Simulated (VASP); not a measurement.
Here is a VASP 6.6.1 calculation.

File INCAR:

```
SYSTEM = PtSe2
PREC = Accurate ; ENCUT = 500
EDIFF = 1E-6 ; ISMEAR = -1
SIGMA = 0.15 ; LREAL = .FALSE.
LASPH = .TRUE. ; NELM = 120
ALGO = Normal ; ISIF = 2
LWAVE = .FALSE. ; LCHARG = .FALSE.
GGA = CA ; NBANDS = 18
GGA_COMPAT = .FALSE.
```

Contents of KPOINTS:

```
Automatic mesh
0
G
  4 4 3
  0 0 0
```

File POSCAR:

```
PtSe2
1.0
    3.7240000000      0.0000000000      0.0000000000
   -1.8620000000      3.2250786037      0.0000000000
    0.0000000000      0.0000000000      5.0620000000
Pt Se
1 2
Direct
    0.0000000000      0.0000000000      0.0000000000
    0.3333330000      0.6666670000      0.2500000000
    0.6666670000      0.3333330000      0.7500000000
```

Potentials or basis: VASP PAW LDA potentials, release 64 (Pt, Se).

Command:

```bash
$ cat potpaw_LDA.64/Pt/POTCAR potpaw_LDA.64/Se/POTCAR > POTCAR
$ mpirun -np 1 vasp_std > vasp.out
```

**Question.** Predict the largest force.

**Answer.** 0.163 eV/Å.

**Question.** What does it give for the band gap on the k mesh?

**Answer.** Zero (band 11 reaches 6.90 eV, above the bottom of band 12 at 6.64 eV).

**Question.** Estimate the pressure.

**Answer.** -0.3 GPa.

Stress tensor (GPa, compression positive):
```
 0.56  0.00  0.00
 0.00  0.56  0.00
 0.00  0.00 -2.16
```

Caveat: the k points lie up to 0.49 Å⁻¹ apart; spin-orbit coupling is left out, which moves the levels of the heavy elements.
